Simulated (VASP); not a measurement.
# As (P6/mmm) in VASP: a series of runs

As is run at these levels: r2SCAN; tasks: single point.

Everything below comes from runs of VASP 6.6.1. Logs are shortened: lines on timing, memory, paths and dates and some standing lists are left out, and cuts for length are marked.

### Step 1. The cell of the first run

The structure is hexagonal, space group P6/mmm (No. 191). The conventional cell has a = 4.915 Å, b = 4.915 Å, c = 2.749 Å, α = 90.00°, β = 90.00°, γ = 120.00°. Within 3.6 Å of As (site symmetry 6/mmm) lie 14 As at 2.75 to 3.15 Å. As (site symmetry -6m2) has 11 As at 2.75 to 3.15 Å within 3.6 Å.

This isn't the form of As at room conditions, which is rhombohedral.

### Step 2. Single point, r2SCAN

POSCAR reads:

```
As
1.0
    4.9153499401      0.0000000000      0.0000000000
   -2.4576749701      4.2568179167      0.0000000000
    0.0000000000      0.0000000000      2.7490113575
As
3
Direct
    0.0000000000      0.0000000000      0.0000000000
    0.3333333333      0.6666666667      0.5000000000
    0.6666666667      0.3333333333      0.5000000000
```

INCAR.step1 reads:

```
PREC = Accurate
ENCUT = 520
ISMEAR = 0
SIGMA = 0.1
LREAL = False
LASPH = True
NELM = 100
NBANDS = 14
GGA = PE
ALGO = Normal
EDIFF = 1E-4
LWAVE = True
LCHARG = False
```

INCAR.step2 reads:

```
PREC = Accurate
ENCUT = 520
EDIFF = 1E-6
ISMEAR = 0
SIGMA = 0.1
LREAL = False
LASPH = True
NELM = 100
ALGO = Normal
ISIF = 2
LWAVE = False
LCHARG = False
METAGGA = R2SCAN
LMIXTAU = True
NBANDS = 14
ISTART = 1
```

KPOINTS reads:

```
Automatic mesh
0
Gamma
  6 6 6
```

Potentials or basis: VASP PAW PBE potentials, release 64 (As).

Started as:

```console
$ cat potpaw_PBE.64/As/POTCAR > POTCAR
$ cp INCAR.step1 INCAR
$ mpirun -np 1 vasp_std > vasp.out
$ cp INCAR.step2 INCAR
$ mpirun -np 1 vasp_std > vasp.out
```

OUTCAR:

```text
PREC = Accurate
   ENCUT = 520
   EDIFF = 1E-6
   ISMEAR = 0
   LREAL = False
   LASPH = True
   NELM = 100
   ISIF = 2
   METAGGA = R2SCAN
   ISTART = 1

 ion  position               nearest neighbor table
   1  0.000  0.000  0.000-
   2  0.333  0.667  0.500-   3 2.84   3 2.84   3 2.84
   3  0.667  0.333  0.500-   2 2.84   2 2.84   2 2.84

  LATTYP: Found a hexagonal cell.
 ALAT       =     4.9153499401
 C/A-ratio  =     0.5592707317

  Lattice vectors:

 A1 = (   4.9153499401,   0.0000000000,   0.0000000000)
 A2 = (  -2.4576749701,   4.2568179167,   0.0000000000)
 A3 = (   0.0000000000,   0.0000000000,   2.7490113575)

Analysis of symmetry for initial positions (statically):
=====================================================================
 Subroutine PRICEL returns:
 Original cell was already a primitive cell.

 Routine SETGRP: Setting up the symmetry group for a
 hexagonal supercell.

 Subroutine GETGRP returns: Found 24 space group operations
 (whereof 24 operations were pure point group operations)
 out of a pool of 24 trial point group operations.

The static configuration has the point symmetry D_6h.

Analysis of symmetry for dynamics (positions and initial velocities):
=====================================================================
 Subroutine PRICEL returns:
 Original cell was already a primitive cell.

 Routine SETGRP: Setting up the symmetry group for a
 hexagonal supercell.

 Subroutine GETGRP returns: Found 24 space group operations
 (whereof 24 operations were pure point group operations)
 out of a pool of 24 trial point group operations.

The dynamic configuration has the point symmetry D_6h.

 Subroutine INISYM returns: Found 24 space group operations
 (whereof 24 operations are pure point group operations),
 and found     1 'primitive' translations

----------------------------------------------------------------------------------------

                                     Primitive cell

  volume of cell :      57.5196

  direct lattice vectors                    reciprocal lattice vectors
     4.915349940  0.000000000  0.000000000     0.203444315  0.117458630  0.000000000
    -2.457674970  4.256817917  0.000000000     0.000000000  0.234917260  0.000000000
     0.000000000  0.000000000  2.749011358     0.000000000  0.000000000  0.363767140

  length of vectors
     4.915349940  4.915349940  2.749011358     0.234917260  0.234917260  0.363767140

  position of ions in fractional coordinates (direct lattice)
     0.000000000  0.000000000  0.000000000
     0.333333333  0.666666667  0.500000000
     0.666666667  0.333333333  0.500000000

  ion indices of the primitive-cell ions
   primitive index   ion index
                 1           1
                 2           2
                 3           3

----------------------------------------------------------------------------------------

 KPOINTS: Automatic mesh

Automatic generation of k-mesh.
 Grid dimensions read from file:
 generate k-points for:    6    6    6

 Generating k-lattice:

  Cartesian coordinates                     Fractional coordinates (reciprocal lattice)
     0.033907386  0.019576438  0.000000000     0.166666667  0.000000000  0.000000000
     0.000000000  0.039152877  0.000000000     0.000000000  0.166666667  0.000000000
     0.000000000  0.000000000  0.060627857     0.000000000  0.000000000  0.166666667

  Length of vectors
     0.039152877  0.039152877  0.060627857

  Shift w.r.t. Gamma in fractional coordinates (k-lattice)
     0.000000000  0.000000000  0.000000000

 Subroutine IBZKPT returns following result:
 ===========================================

 Found     28 irreducible k-points:

 Following reciprocal coordinates:
            Coordinates               Weight
  0.000000  0.000000  0.000000      1.000000
  0.166667  0.000000  0.000000      6.000000
  0.333333  0.000000  0.000000      6.000000
  0.500000  0.000000  0.000000      3.000000
  0.166667  0.166667  0.000000      6.000000
  0.333333  0.166667  0.000000     12.000000
[... 16 lines left out ...]
  0.166667  0.000000  0.500000      6.000000
  0.333333  0.000000  0.500000      6.000000
 [... further k-points ...]
   k-points           NKPTS =     28   k-points in BZ     NKDIM =     28   number of bands    NBANDS=     14
   number of dos      NEDOS =    301   number of ions     NIONS =      3
   total plane-waves  NPLWV =  32000
   dimension x,y,z NGX =    40 NGY =   40 NGZ =   20
   dimension x,y,z NGXF=    80 NGYF=   80 NGZF=   40
   ions per type =               3
   NGX,Y,Z   is equivalent  to a cutoff of  13.53, 13.53, 12.09 a.u.
   NGXF,Y,Z  is equivalent  to a cutoff of  27.06, 27.06, 24.19 a.u.
 SYSTEM =  unknown system
   PREC   = accura    normal or accurate (medium, high low for compatibility)
   ISTART =      1    job   : 0-new  1-cont  2-samecut
   ICHARG =      0    charge: 1-file 2-atom 10-const
   ISPIN  =      1    spin polarized calculation?
   LNONCOLLINEAR =      F non collinear calculations
   LSORBIT =      F    spin-orbit coupling
   LASPH  =      T    aspherical Exc in radial PAW
   ENCUT  =  520.0 eV  38.22 Ry    6.18 a.u.   9.14  9.14  5.11*2*pi/ulx,y,z
   NELM   =    100;   NELMIN=  2; NELMDL=  0     # of ELM steps
   EDIFF  = 0.1E-05   stopping-criterion for ELM
   LREAL  =      F    real-space projection
[... 7 lines left out ...]
   TEBEG  =    0.0;   TEEND  =   0.0 temperature during run
   PSTRESS=    0.0 pullay stress
   NELECT =      15.0000    total number of electrons
   NUPDOWN=      -1.0000    fix difference up-down
   EMIN   =  10.00;   EMAX   =-10.00  energy-range for DOS
   EFERMI =   0.00;   METHOD = LEGACY
   ISMEAR =     0;   SIGMA  =   0.10  broadening in eV -4-tet -1-fermi 0-gaus
   EFERMI_NEDOS =   21; number of points for ismear=-14 and -15
   IALGO  =     38    algorithm
   IMIX   =      4    mixing-type and parameters
     AMIX     =   0.40;   BMIX     =  1.00
     AMIX_MAG =   1.60;   BMIX_MAG =  1.00
  volume/ion in A,a.u.               =      19.17       129.39
  Fermi-wavevector in a.u.,A,eV,Ry     =   1.045923  1.976509 14.884173  1.093956
  Thomas-Fermi vector in A             =   2.180740
   LORBIT       =      0    0 simple, 1 ext, 2 COOP (PROOUT), +10 PAW based schemes
   METAGGA = R2SCAN    functional components
   LHFCALC =     F    Hartree Fock is set to
   AEXX    =    0.0000 exact exchange contribution
   IVDW    =     0    specifies the selected vdW correction
   LEPSILON=     F    determine dielectric tensor
   LRPA    =     F    only Hartree local field effects (RPA)
 non-spin polarized calculation
 Gauss-broadening in eV      SIGMA  =   0.10
  energy-cutoff  :      520.00
  volume of cell :       57.52
 maximum number of plane-waves:      1572
 NGX is ok and might be reduce to    40
   NGX = 19   NGY = 19   NGZ = 11

 number of electron      14.9999999 magnetization

 Free energy of the ion-electron system (eV)
  ---------------------------------------------------
  ext. energy  EPLUGINS =         0.00000000
  ---------------------------------------------------
  free energy    TOTEN  =       -42.33793922 eV

  energy without entropy =      -42.33045655  energy(sigma->0) =      -42.33419788

 E-fermi :   6.2108     XC(G=0): -11.2682

 val. band max:        6.1878641004   @ k =   0.3333   0.0000   0.5000
 cond. band min:       6.2375759809   @ k =   0.3333   0.0000   0.3333
 fundamental gap:      0.0497118806
 Fermi energy:         6.2107600052

 k-point     1 :       0.0000    0.0000    0.0000
  band No.  band energies     occupation
      1      -9.5249      2.00000
      2      -4.2670      2.00000
      3      -4.1286      2.00000
      4       1.3211      2.00000
      5       1.3211      2.00000
      6       1.5802      2.00000
      7       1.5802      2.00000
      8       9.7953      0.00000
      9      11.6401      0.00000
     10      11.6401      0.00000
     11      13.6872      0.00000
     12      13.7140      0.00000
     13      14.7529      0.00000
     14      18.6349      0.00000

 k-point     2 :       0.1667    0.0000    0.0000
  band No.  band energies     occupation
      1      -9.3018      2.00000
      2      -4.7933      2.00000
      3      -4.5097      2.00000
      4       0.2819      2.00000
      5       1.0908      2.00000
      6       3.0477      2.00000
      7       3.5595      2.00000
      8       9.9981      0.00000
      9      10.1082      0.00000
     10      11.0946      0.00000
     11      13.3959      0.00000
     12      13.5179      0.00000
     13      14.9793      0.00000
     14      18.5271      0.00000

 k-point     3 :       0.3333    0.0000    0.0000
  band No.  band energies     occupation
      1      -8.6398      2.00000
      2      -6.1768      2.00000
      3      -4.9306      2.00000
      4      -0.4219      2.00000
      5       2.4260      2.00000
      6       5.0092      2.00000
      7       6.3816      0.01570
      8       7.3455      0.00000
      9       9.4713      0.00000
     10      10.5865      0.00000
     11      12.5366      0.00000
     12      13.2357      0.00000
     13      15.3776      0.00000
     14      16.5038      0.00000

 k-point     4 :       0.5000    0.0000    0.0000
  band No.  band energies     occupation
      1      -7.6139      2.00000
      2      -7.5199      2.00000
      3      -5.0922      2.00000
      4      -0.6583      2.00000
      5       4.5313      2.00000
      6       4.7506      2.00000
      7       7.0558      0.00000
      8       7.4376      0.00000
      9       8.2629      0.00000
     10      11.4730      0.00000
     11      11.5043      0.00000
     12      13.1169      0.00000
     13      13.9042      0.00000
     14      16.7990      0.00000

 k-point     5 :       0.1667    0.1667    0.0000
  band No.  band energies     occupation
      1      -8.8592      2.00000
      2      -5.3697      2.00000
      3      -5.3621      2.00000
      4       0.6812      2.00000
      5       0.8487      2.00000
      6       5.1564      2.00000
      7       5.1788      2.00000
      8       7.8652      0.00000
      9      10.3937      0.00000
     10      10.4649      0.00000
     11      13.0275      0.00000
[... 276 lines left out ...]
 k-point    22 :       0.0000    0.0000    0.5000
  band No.  band energies     occupation
      1      -5.4984      2.00000
      2      -3.9493      2.00000
      3      -0.6158      2.00000
      4       1.6729      2.00000
      5       2.4344      2.00000
      6       3.1119      2.00000
      7       4.0301      2.00000
      8       4.0301      2.00000
      9       5.8571      2.00000
     10       5.8571      2.00000
     11       7.1180      0.00000
     12       7.1180      0.00000
     13      10.7591      0.00000
     14      10.7591      0.00000

 k-point    23 :       0.1667    0.0000    0.5000
  band No.  band energies     occupation
      1      -5.3000      2.00000
      2      -3.8026      2.00000
      3      -1.1734      2.00000
      4       1.2203      2.00000
      5       1.9478      2.00000
      6       2.7768      2.00000
      7       3.7176      2.00000
      8       4.6030      2.00000
      9       5.6830      2.00000
     10       6.3867      0.01285
     11       7.8115      0.00000
     12       8.2483      0.00000
     13      11.3559      0.00000
     14      11.8568      0.00000

 k-point    24 :       0.3333    0.0000    0.5000
  band No.  band energies     occupation
      1      -4.7393      2.00000
      2      -3.4457      2.00000
      3      -2.2944      2.00000
      4       0.3835      2.00000
      5       1.1948      2.00000
      6       2.1879      2.00000
      7       3.2722      2.00000
      8       5.3919      2.00000
      9       6.1879      1.25391
     10       7.6517      0.00000
     11       9.2822      0.00000
     12       9.6932      0.00000
     13      12.8784      0.00000
     14      14.1196      0.00000

 [... further k-points ...]
[... 5 lines left out ...]
  --------------------------------------------------------------------------------------
  -------------------------------------------------------------------------------------
  Total       -0.0503690     -0.0503690     -0.0408430      0.0000000     -0.0000000     -0.0000000
  in kB       -1.4030016     -1.4030016     -1.1376581      0.0000000     -0.0000000     -0.0000000
  external PRESSURE =      -1.3145538 kB  Pullay stress =       0.0000000 kB

 VOLUME and BASIS-vectors are now :
 -----------------------------------------------------------------------------
  energy-cutoff  :      520.00
  volume of cell :       57.52
      direct lattice vectors                 reciprocal lattice vectors
     4.915349940  0.000000000  0.000000000     0.203444315  0.117458630  0.000000000
    -2.457674970  4.256817917  0.000000000     0.000000000  0.234917260  0.000000000
     0.000000000  0.000000000  2.749011358     0.000000000  0.000000000  0.363767140

 POSITION                                       TOTAL-FORCE (eV/Angst)
 -----------------------------------------------------------------------------------
      0.00000      0.00000      0.00000         0.000000      0.000000      0.000000
     -0.00000      2.83788      1.37451         0.000000     -0.000000     -0.000000
      2.45767      1.41894      1.37451         0.000000      0.000000      0.000000
 -----------------------------------------------------------------------------------
    total drift:                                0.000000     -0.000000      0.000000

  FREE ENERGIE OF THE ION-ELECTRON SYSTEM (eV)
  ---------------------------------------------------
  free  energy   TOTEN  =       -42.3379392159 eV

  energy  without entropy=      -42.3304565514  energy(sigma->0) =      -42.33419788
```

It took 95 s on 1 thread of Intel Xeon 8259CL, shared host; peak memory 0.18 GiB.

What came out:

* Free energy: -42.3379 eV
* Pressure: -0.1 GPa
* Band gap on the k mesh: zero (an odd number of electrons rules out a gap without spin polarisation)

Caveat: the k points lie up to 0.38 Å⁻¹ apart, too coarse for converged energies and pressures of a metal; the PAW data sets were made with another functional, which shifts forces and pressure a little.

### Step 3. Single point, r2SCAN

This run uses another cell than the first one, of 22.96 Å³/atom.

POSCAR reads:

```
As
1.0
    5.0626469866      0.0000000000      0.0000000000
   -2.5313234933      4.3843809008      0.0000000000
    0.0000000000      0.0000000000      3.1036227179
As
3
Direct
    0.0000000000      0.0000000000      0.0000000000
    0.3333333333      0.6666666667      0.5000000000
    0.6666666667      0.3333333333      0.5000000000
```

INCAR.step1 reads:

```
ALGO = Normal
EDIFF = 1E-4
ENCUT = 520
GGA = PE
ISMEAR = 0
LASPH = T
LCHARG = F
LREAL = F
LWAVE = T
NBANDS = 14
NELM = 60
PREC = Accurate
SIGMA = 0.1
```

INCAR.step2 reads:

```
ALGO = Normal
EDIFF = 1E-6
ENCUT = 520
ISIF = 2
ISMEAR = 0
ISTART = 1
LASPH = T
LCHARG = F
LMIXTAU = T
LREAL = F
LWAVE = F
METAGGA = R2SCAN
NBANDS = 14
NELM = 60
PREC = Accurate
SIGMA = 0.1
```

KPOINTS reads:

```
k-points
0
Gamma
  6 6 6
```

Potentials or basis: VASP PAW PBE potentials, release 64 (As).

Started as:

```console
$ cat potpaw_PBE.64/As/POTCAR > POTCAR
$ cp INCAR.step1 INCAR
$ mpirun -np 1 vasp_std > vasp.out
$ cp INCAR.step2 INCAR
$ mpirun -np 1 vasp_std > vasp.out
```

Wall time 2.5 min (1 thread of Intel Xeon 8259CL, shared host); peak memory 0.19 GiB.

It converged, with:

```yaml
Free_energy: -41.7865 eV
Pressure: -10.6 GPa
Band_gap_on_the_k_mesh: zero (an odd number of electrons rules out a gap without spin polarisation)
```

Stress tensor (GPa, compression positive):
```
 -9.31   0.00   0.00
  0.00  -9.31   0.00
  0.00   0.00 -13.12
```

Levels at points of the mesh, in eV from the Fermi level:
```csv
k point,band 4,band 5,band 6,band 7,band 8,band 9,band 10,band 11
"(0.00, 0.00, 0.00)",-3.68,-3.68,-3.29,-3.29,1.41,4.86,4.91,4.94
"(0.50, 0.00, 0.00)",-5.41,-1.10,-0.80,1.24,2.00,2.29,2.93,2.95
"(0.00, 0.00, 0.50)",-3.63,-2.66,-2.08,-2.08,-1.65,-0.31,-0.31,1.03
"(0.50, 0.00, 0.50)",-4.88,-4.28,-2.88,-2.87,-0.74,1.27,2.17,2.48
```

Caveat: the cell stands under tension; the PAW data sets were made with another functional, which shifts forces and pressure a little.

The gap in the log of VASP goes by the Fermi energy; the results here count the filled bands.